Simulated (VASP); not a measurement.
# InGaAs2 (P-4m2) in VASP: further runs, part 2 of 2

VASP 6.6.1. The steps go on from the part before.

## Step 5: Single point, r2SCAN

This run uses another cell than the first one, of 26.29 Å³/atom.

File POSCAR:

```
InGaAs2
1.0
    4.2778806322      0.0000000000      0.0000000000
    0.0000000000      4.2778806322      0.0000000000
    0.0000000000      0.0000000000      5.7457539881
In Ga As
1 1 2
Direct
    0.0000000000      0.0000000000      0.5000000000
    0.5000000000      0.5000000000      0.0000000000
    0.5000000000      0.0000000000      0.7697796432
    0.0000000000      0.5000000000      0.2302203568
```

File INCAR.step1:

```
SYSTEM = InGaAs2
PREC     = Accurate       ! precision mode
ENCUT    = 520            ! plane-wave cutoff, eV
ISMEAR   = 0              ! smearing method
SIGMA    = 0.01           ! smearing width, eV
LREAL    = .FALSE.        ! projectors in reciprocal space
LASPH    = .TRUE.         ! aspherical terms in the spheres
NELM     = 80             ! most SCF steps
NBANDS   = 26             ! bands
GGA      = PE             ! functional
ALGO     = Normal         ! electronic algorithm
EDIFF    = 1E-4           ! SCF threshold, eV
LWAVE    = .TRUE.         ! write WAVECAR
LCHARG   = .FALSE.        ! write CHGCAR
```

File INCAR.step2:

```
SYSTEM = InGaAs2
PREC     = Accurate       ! precision mode
ENCUT    = 520            ! plane-wave cutoff, eV
EDIFF    = 1E-7           ! SCF threshold, eV
ISMEAR   = 0              ! smearing method
SIGMA    = 0.01           ! smearing width, eV
LREAL    = .FALSE.        ! projectors in reciprocal space
LASPH    = .TRUE.         ! aspherical terms in the spheres
NELM     = 80             ! most SCF steps
ALGO     = Normal         ! electronic algorithm
ISIF     = 2              ! what is computed and relaxed
LWAVE    = .FALSE.        ! write WAVECAR
LCHARG   = .TRUE.         ! write CHGCAR
METAGGA  = R2SCAN         ! meta-GGA
LMIXTAU  = .TRUE.       
LELF     = .TRUE.         ! ELF
LVHAR    = .TRUE.       
NBANDS   = 26             ! bands
ISTART   = 1
```

File KPOINTS:

```
Automatic mesh
0
G
  8 8 6
  0 0 0
```

Potentials or basis: VASP PAW PBE potentials, release 64 (In_d, Ga_d, As).

Run with:

```console
cat potpaw_PBE.64/In_d/POTCAR potpaw_PBE.64/Ga_d/POTCAR potpaw_PBE.64/As/POTCAR > POTCAR
cp INCAR.step1 INCAR
mpirun -np 1 vasp_std > vasp.out
cp INCAR.step2 INCAR
mpirun -np 1 vasp_std > vasp.out
```

OUTCAR:

```text
SYSTEM = InGaAs2
   PREC = Accurate
   ENCUT = 520
   EDIFF = 1E-7
   ISMEAR = 0
   LREAL = .FALSE.
   LASPH = .TRUE.
   NELM = 80
   ISIF = 2
   METAGGA = R2SCAN
   ISTART = 1

 ion  position               nearest neighbor table
   1  0.000  0.000  0.500-   3 2.64   4 2.64   4 2.64   3 2.64
   2  0.500  0.500  0.000-   3 2.51   4 2.51   3 2.51   4 2.51
   3  0.500  0.000  0.770-   2 2.51   2 2.51   1 2.64   1 2.64
   4  0.000  0.500  0.230-   2 2.51   2 2.51   1 2.64   1 2.64

  LATTYP: Found a simple tetragonal cell.
 ALAT       =     4.2778806322
[... 895 lines left out ...]
  Direction    XX          YY          ZZ          XY          YZ          ZX
  --------------------------------------------------------------------------------------
  -------------------------------------------------------------------------------------
  Total       -1.7165464     -1.7165464      0.0151645      0.0000000      0.0000000      0.0000000
  in kB      -26.1554247    -26.1554247      0.2310646      0.0000000      0.0000000      0.0000000
  external PRESSURE =     -17.3599283 kB  Pullay stress =       0.0000000 kB

 VOLUME and BASIS-vectors are now :
 -----------------------------------------------------------------------------
  energy-cutoff  :      520.00
  volume of cell :      105.15
      direct lattice vectors                 reciprocal lattice vectors
     4.277880632  0.000000000  0.000000000     0.233760613  0.000000000  0.000000000
     0.000000000  4.277880632  0.000000000     0.000000000  0.233760613  0.000000000
     0.000000000  0.000000000  5.745753988     0.000000000  0.000000000  0.174041562

 POSITION                                       TOTAL-FORCE (eV/Angst)
 -----------------------------------------------------------------------------------
      0.00000      0.00000      2.87288        -0.000000     -0.000000      0.000000
      2.13894      2.13894      0.00000        -0.000000      0.000000      0.000000
      2.13894      0.00000      4.42296         0.000000     -0.000000     -0.003522
      0.00000      2.13894      1.32279        -0.000000     -0.000000      0.003522
 -----------------------------------------------------------------------------------
    total drift:                                0.000000     -0.000000     -0.000000

  FREE ENERGIE OF THE ION-ELECTRON SYSTEM (eV)
  ---------------------------------------------------
  free  energy   TOTEN  =       -64.9692490694 eV

  energy  without entropy=      -64.9692490693  energy(sigma->0) =      -64.96924907
```

OSZICAR.step1:

```text
N       E                     dE             d eps       ncg     rms          rms(c)
DAV:   1     0.273476616676E+03    0.27348E+03   -0.16789E+04  3124   0.171E+03
DAV:   2     0.155650802779E+02   -0.25791E+03   -0.24920E+03  3296   0.408E+02
DAV:   3    -0.151650082877E+02   -0.30730E+02   -0.30365E+02  3960   0.134E+02
DAV:   4    -0.162597346714E+02   -0.10947E+01   -0.10919E+01  3610   0.265E+01
DAV:   5    -0.162953456643E+02   -0.35611E-01   -0.35597E-01  4602   0.471E+00    0.525E+00
DAV:   6    -0.159112669594E+02    0.38408E+00   -0.64992E-01  4354   0.108E+01    0.291E+00
DAV:   7    -0.158784502938E+02    0.32817E-01   -0.31171E-01  4782   0.335E+00    0.863E-01
DAV:   8    -0.158790688994E+02   -0.61861E-03   -0.36756E-02  3938   0.221E+00    0.291E-01
DAV:   9    -0.158797613881E+02   -0.69249E-03   -0.49489E-03  4206   0.105E+00    0.160E-01
DAV:  10    -0.158799942920E+02   -0.23290E-03   -0.64783E-04  3428   0.204E-01    0.827E-02
DAV:  11    -0.158801087697E+02   -0.11448E-03   -0.30627E-04  2912   0.133E-01    0.502E-02
DAV:  12    -0.158801073396E+02    0.14301E-05   -0.37070E-05  2110   0.579E-02
   1 F= -.15880107E+02 E0= -.15880107E+02  d E =-.559625E-10
```

It took 3 min on 1 thread of Intel Xeon 6975P-C (Granite Rapids), shared host; peak memory 0.35 GiB.

Results:

| Item | Value |
| --- | --- |
| Free energy | -64.9692 eV |
| Pressure | -1.7 GPa |
| Largest force | 0.004 eV/Å |
| Band gap on the k mesh | 0.07 eV |

Forces on the atoms (eV/Å):
```
In   0.000  0.000  0.000
Ga   0.000  0.000  0.000
As   0.000  0.000 -0.004
As   0.000  0.000  0.004
```

Caveat: semilocal functionals underestimate gaps, and a narrow one can read as zero; the PAW data sets were made with another functional, which shifts forces and pressure a little; spin-orbit coupling is left out, which moves the levels of the heavy elements.

## Step 6: Single point, r2SCAN (biaxial strain in the a-b plane: +3.0 %)

File POSCAR:

```
InGaAs2
1.0
    4.2778806322      0.0000000000      0.0000000000
    0.0000000000      4.2778806322      0.0000000000
    0.0000000000      0.0000000000      5.8157011821
In Ga As
1 1 2
Direct
    0.0000000000      0.0000000000      0.5000000000
    0.5000000000      0.5000000000      0.0000000000
    0.5000000000      0.0000000000      0.7698110661
    0.0000000000      0.5000000000      0.2301889339
```

File INCAR.step1:

```
  ALGO = Normal
  EDIFF = 1E-4
  ENCUT = 520
  GGA = PE
  ISMEAR = 0
  LASPH = True
  LCHARG = False
  LREAL = False
  LWAVE = True
  NBANDS = 26
  NELM = 100
  PREC = Accurate
  SIGMA = 0.01
```

File INCAR.step2:

```
  ALGO = Normal
  EDIFF = 1E-7
  ENCUT = 520
  ISIF = 2
  ISMEAR = 0
  ISTART = 1
  LASPH = True
  LCHARG = False
  LMIXTAU = True
  LREAL = False
  LWAVE = False
  METAGGA = R2SCAN
  NBANDS = 26
  NELM = 100
  PREC = Accurate
  SIGMA = 0.01
```

File KPOINTS:

```
k-points
0
Gamma
  8 8 6
```

Potentials or basis: VASP PAW PBE potentials, release 64 (In_d, Ga_d, As).

Run with:

```console
cat potpaw_PBE.64/In_d/POTCAR potpaw_PBE.64/Ga_d/POTCAR potpaw_PBE.64/As/POTCAR > POTCAR
cp INCAR.step1 INCAR
mpirun -np 1 vasp_std > vasp.out
cp INCAR.step2 INCAR
mpirun -np 1 vasp_std > vasp.out
```

OUTCAR:

```text
EDIFF = 1E-7
   ENCUT = 520
   ISIF = 2
   ISMEAR = 0
   ISTART = 1
   LASPH = True
   LREAL = False
   METAGGA = R2SCAN
   NELM = 100
   PREC = Accurate

 ion  position               nearest neighbor table
   1  0.000  0.000  0.500-   3 2.65   4 2.65   4 2.65   3 2.65
   2  0.500  0.500  0.000-   3 2.52   4 2.52   3 2.52   4 2.52
   3  0.500  0.000  0.770-   2 2.52   2 2.52   1 2.65   1 2.65
   4  0.000  0.500  0.230-   2 2.52   2 2.52   1 2.65   1 2.65

  LATTYP: Found a simple tetragonal cell.
 ALAT       =     4.2778806322
 C/A-ratio  =     1.3594818748

  Lattice vectors:

 A1 = (   4.2778806322,   0.0000000000,   0.0000000000)
 A2 = (   0.0000000000,   4.2778806322,   0.0000000000)
 A3 = (   0.0000000000,   0.0000000000,   5.8157011821)

Analysis of symmetry for initial positions (statically):
=====================================================================
 Subroutine PRICEL returns:
 Original cell was already a primitive cell.

 Routine SETGRP: Setting up the symmetry group for a
 simple tetragonal supercell.

 Subroutine GETGRP returns: Found  8 space group operations
 (whereof  8 operations were pure point group operations)
 out of a pool of 16 trial point group operations.

The static configuration has the point symmetry D_2d.

Analysis of symmetry for dynamics (positions and initial velocities):
=====================================================================
 Subroutine PRICEL returns:
 Original cell was already a primitive cell.

 Routine SETGRP: Setting up the symmetry group for a
 simple tetragonal supercell.

 Subroutine GETGRP returns: Found  8 space group operations
 (whereof  8 operations were pure point group operations)
 out of a pool of 16 trial point group operations.

The dynamic configuration has the point symmetry D_2d.

 Subroutine INISYM returns: Found  8 space group operations
 (whereof  8 operations are pure point group operations),
 and found     1 'primitive' translations

----------------------------------------------------------------------------------------

                                     Primitive cell

  volume of cell :     106.4289

  direct lattice vectors                    reciprocal lattice vectors
     4.277880632  0.000000000  0.000000000     0.233760613  0.000000000  0.000000000
     0.000000000  4.277880632  0.000000000     0.000000000  0.233760613  0.000000000
     0.000000000  0.000000000  5.815701182     0.000000000  0.000000000  0.171948312

  length of vectors
     4.277880632  4.277880632  5.815701182     0.233760613  0.233760613  0.171948312

  position of ions in fractional coordinates (direct lattice)
     0.000000000  0.000000000  0.500000000
     0.500000000  0.500000000  0.000000000
     0.500000000  0.000000000  0.769811066
     0.000000000  0.500000000  0.230188934

  ion indices of the primitive-cell ions
   primitive index   ion index
                 1           1
                 2           2
                 3           3
                 4           4

----------------------------------------------------------------------------------------

 KPOINTS: k-points

Automatic generation of k-mesh.
 Grid dimensions read from file:
 generate k-points for:    8    8    6

 Generating k-lattice:

  Cartesian coordinates                     Fractional coordinates (reciprocal lattice)
     0.029220077  0.000000000  0.000000000     0.125000000  0.000000000  0.000000000
     0.000000000  0.029220077  0.000000000     0.000000000  0.125000000  0.000000000
     0.000000000  0.000000000  0.028658052     0.000000000  0.000000000  0.166666667

  Length of vectors
     0.029220077  0.029220077  0.028658052

  Shift w.r.t. Gamma in fractional coordinates (k-lattice)
     0.000000000  0.000000000  0.000000000

 Subroutine IBZKPT returns following result:
 ===========================================

 Found     60 irreducible k-points:

 Following reciprocal coordinates:
            Coordinates               Weight
  0.000000  0.000000  0.000000      1.000000
  0.125000  0.000000  0.000000      4.000000
  0.250000  0.000000  0.000000      4.000000
  0.375000  0.000000  0.000000      4.000000
  0.500000  0.000000  0.000000      2.000000
  0.125000  0.125000  0.000000      4.000000
[... 16 lines left out ...]
  0.375000  0.125000  0.166667     16.000000
  0.500000  0.125000  0.166667      8.000000
 [... further k-points ...]
   k-points           NKPTS =     60   k-points in BZ     NKDIM =     60   number of bands    NBANDS=     26
   number of dos      NEDOS =    301   number of ions     NIONS =      4
   total plane-waves  NPLWV =  49152
   dimension x,y,z NGX =    32 NGY =   32 NGZ =   48
   dimension x,y,z NGXF=    64 NGYF=   64 NGZF=   96
   ions per type =               1   1   2
   NGX,Y,Z   is equivalent  to a cutoff of  12.44, 12.44, 13.72 a.u.
   NGXF,Y,Z  is equivalent  to a cutoff of  24.87, 24.87, 27.44 a.u.
 SYSTEM =  unknown system
   PREC   = accura    normal or accurate (medium, high low for compatibility)
   ISTART =      1    job   : 0-new  1-cont  2-samecut
   ICHARG =      0    charge: 1-file 2-atom 10-const
   ISPIN  =      1    spin polarized calculation?
   LNONCOLLINEAR =      F non collinear calculations
   LSORBIT =      F    spin-orbit coupling
   LASPH  =      T    aspherical Exc in radial PAW
   ENCUT  =  520.0 eV  38.22 Ry    6.18 a.u.   7.95  7.95 10.81*2*pi/ulx,y,z
   NELM   =    100;   NELMIN=  2; NELMDL=  0     # of ELM steps
   EDIFF  = 0.1E-06   stopping-criterion for ELM
   LREAL  =      F    real-space projection
   EDIFFG = 0.1E-05   stopping-criterion for IOM
   NSW    =      0    number of steps for IOM
   IBRION =     -1    ionic relax: 0-MD 1-quasi-New 2-CG
   NFREE  =      0    steps in history (QN), initial steepest desc. (CG)
   ISIF   =      2    stress and relaxation
   ISYM   =      2    0-nonsym 1-usesym 2-fastsym
   POTIM  = 0.5000    time-step for ionic-motion
   TEBEG  =    0.0;   TEEND  =   0.0 temperature during run
   PSTRESS=    0.0 pullay stress
   NELECT =      36.0000    total number of electrons
   NUPDOWN=      -1.0000    fix difference up-down
   EMIN   =  10.00;   EMAX   =-10.00  energy-range for DOS
   EFERMI =   0.00;   METHOD = LEGACY
   ISMEAR =     0;   SIGMA  =   0.01  broadening in eV -4-tet -1-fermi 0-gaus
   EFERMI_NEDOS =   21; number of points for ismear=-14 and -15
   IALGO  =     38    algorithm
   IMIX   =      4    mixing-type and parameters
     AMIX     =   0.40;   BMIX     =  1.00
     AMIX_MAG =   1.60;   BMIX_MAG =  1.00
  volume/ion in A,a.u.               =      26.61       179.55
  Fermi-wavevector in a.u.,A,eV,Ry     =   1.140659  2.155533 17.702583  1.301103
  Thomas-Fermi vector in A             =   2.277361
   LORBIT       =      0    0 simple, 1 ext, 2 COOP (PROOUT), +10 PAW based schemes
   METAGGA = R2SCAN    functional components
   LHFCALC =     F    Hartree Fock is set to
   AEXX    =    0.0000 exact exchange contribution
   IVDW    =     0    specifies the selected vdW correction
   LEPSILON=     F    determine dielectric tensor
   LRPA    =     F    only Hartree local field effects (RPA)
 non-spin polarized calculation
 Gauss-broadening in eV      SIGMA  =   0.01
  energy-cutoff  :      520.00
  volume of cell :      106.43
 maximum number of plane-waves:      2904
 NGX is ok and might be reduce to    32
   NGX = 15   NGY = 15   NGZ = 21

 number of electron      36.0000008 magnetization

 Free energy of the ion-electron system (eV)
  ---------------------------------------------------
  ext. energy  EPLUGINS =         0.00000000
  ---------------------------------------------------
  free energy    TOTEN  =       -64.96567368 eV

  energy without entropy =      -64.96567177  energy(sigma->0) =      -64.96567272

 E-fermi :   3.5020     XC(G=0):  -9.6689

 val. band max:        3.4854654105   @ k =   0.0000   0.0000   0.0000
 cond. band min:       3.5185557402   @ k =   0.0000   0.0000   0.0000
 fundamental gap:      0.0330903297
 Fermi energy:         3.5020105755

 k-point     1 :       0.0000    0.0000    0.0000
  band No.  band energies     occupation
      1     -11.7842      2.00000
      2     -11.7292      2.00000
      3     -11.7292      2.00000
      4     -11.6990      2.00000
      5     -11.6527      2.00000
      6     -11.3435      2.00000
[... 685 lines left out ...]
     25      10.2317      0.00000
     26      10.6562      0.00000

 [... further k-points ...]

------------------------ aborting loop because EDIFF is reached ----------------------------------------

  FORCE on cell =-STRESS in cart. coord.  units (eV):
  Direction    XX          YY          ZZ          XY          YZ          ZX
  --------------------------------------------------------------------------------------
  -------------------------------------------------------------------------------------
  Total       -2.0601399     -2.0601399     -0.6302630      0.0000000      0.0000000      0.0000000
  in kB      -31.0132938    -31.0132938     -9.4879632      0.0000000      0.0000000      0.0000000
  external PRESSURE =     -23.8381836 kB  Pullay stress =       0.0000000 kB

 VOLUME and BASIS-vectors are now :
 -----------------------------------------------------------------------------
  energy-cutoff  :      520.00
  volume of cell :      106.43
      direct lattice vectors                 reciprocal lattice vectors
     4.277880632  0.000000000  0.000000000     0.233760613  0.000000000  0.000000000
     0.000000000  4.277880632  0.000000000     0.000000000  0.233760613  0.000000000
     0.000000000  0.000000000  5.815701182     0.000000000  0.000000000  0.171948312

 POSITION                                       TOTAL-FORCE (eV/Angst)
 -----------------------------------------------------------------------------------
      0.00000      0.00000      2.90785         0.000000      0.000000      0.000000
      2.13894      2.13894      0.00000        -0.000000     -0.000000      0.000000
      2.13894      0.00000      4.47699        -0.000000      0.000000     -0.022078
      0.00000      2.13894      1.33871        -0.000000      0.000000      0.022078
 -----------------------------------------------------------------------------------
    total drift:                                0.000000     -0.000000     -0.000000

  FREE ENERGIE OF THE ION-ELECTRON SYSTEM (eV)
  ---------------------------------------------------
  free  energy   TOTEN  =       -64.9656736754 eV

  energy  without entropy=      -64.9656717731  energy(sigma->0) =      -64.96567272
```

Run time: 2.9 min. Hardware: 1 thread of Intel Xeon 6975P-C (Granite Rapids), shared host; peak memory 0.35 GiB.

Results:

```yaml
Free_energy: -64.9657 eV
Pressure: -2.4 GPa
Largest_force: 0.022 eV/Å
Band_gap_on_the_k_mesh: 0.03 eV
```

Forces in eV/Å, atoms in the order of the input:
```
In   0.000  0.000  0.000
Ga   0.000  0.000  0.000
As   0.000  0.000 -0.022
As   0.000  0.000  0.022
```

Levels at points of the mesh, in eV from the valence-band top:
| k point | band 14 | band 15 | band 16 | band 17 | band 18 | band 19 | band 20 | band 21 | band 22 | band 23 |
| --- | --- | --- | --- | --- | --- | --- | --- | --- | --- | --- |
| (0.00, 0.00, 0.00) | -2.61 | -2.61 | -0.05 | -0.05 | 0.00 | 0.03 | 1.79 | 1.91 | 4.09 | 4.18 |
| (0.50, 0.00, 0.00) | -4.86 | -2.93 | -2.66 | -1.56 | -0.97 | 2.12 | 3.23 | 5.21 | 5.45 | 5.63 |
| (0.50, 0.50, 0.00) | -5.80 | -2.44 | -2.31 | -2.31 | -2.12 | 1.94 | 1.94 | 2.11 | 2.42 | 9.36 |
| (0.00, 0.00, 0.50) | -3.72 | -1.95 | -1.95 | -1.27 | -1.27 | 1.92 | 2.18 | 3.20 | 3.55 | 6.42 |
| (0.50, 0.00, 0.50) | -5.84 | -1.51 | -0.90 | -0.86 | -0.86 | 0.79 | 1.40 | 4.84 | 4.84 | 4.88 |
| (0.50, 0.50, 0.50) | -5.52 | -3.13 | -3.02 | -2.92 | -2.92 | 4.70 | 4.76 | 4.99 | 4.99 | 5.78 |

Caveat: the cell differs from its parent crystal (biaxial strain in the a-b plane: +3.0 %); semilocal functionals underestimate gaps, and a narrow one can read as zero; the PAW data sets were made with another functional, which shifts forces and pressure a little; spin-orbit coupling is left out, which moves the levels of the heavy elements.

## Step 7: The runs side by side

```csv
cell,gap on the mesh (eV),pressure (GPa)
"a = 4.196, b = 4.196, c = 5.745 Å, 4 atoms, atomic positions A",0.39,0.7
"a = 4.181, b = 4.181, c = 5.804 Å, 4 atoms, atomic positions B",0.36,0.5
"a = 4.278, b = 4.278, c = 5.746 Å, 4 atoms, atomic positions C",0.07,-1.7
"a = 4.278, b = 4.278, c = 5.816 Å, 4 atoms, atomic positions C",0.03,-2.4
```

Alike in all rows: task single point; level r2SCAN; potentials or basis VASP PAW PBE potentials, release 64 (In_d, Ga_d, As); no spin polarisation; k mesh 8 × 8 × 6; cutoff (eV) 520; smearing gaussian 0.01 eV.

Caveats: semilocal functionals underestimate gaps, and a narrow one can read as zero; the PAW data sets were made with another functional, which shifts forces and pressure a little; spin-orbit coupling is left out, which moves the levels of the heavy elements.

Absolute energies hang on the potentials; compare differences alone.
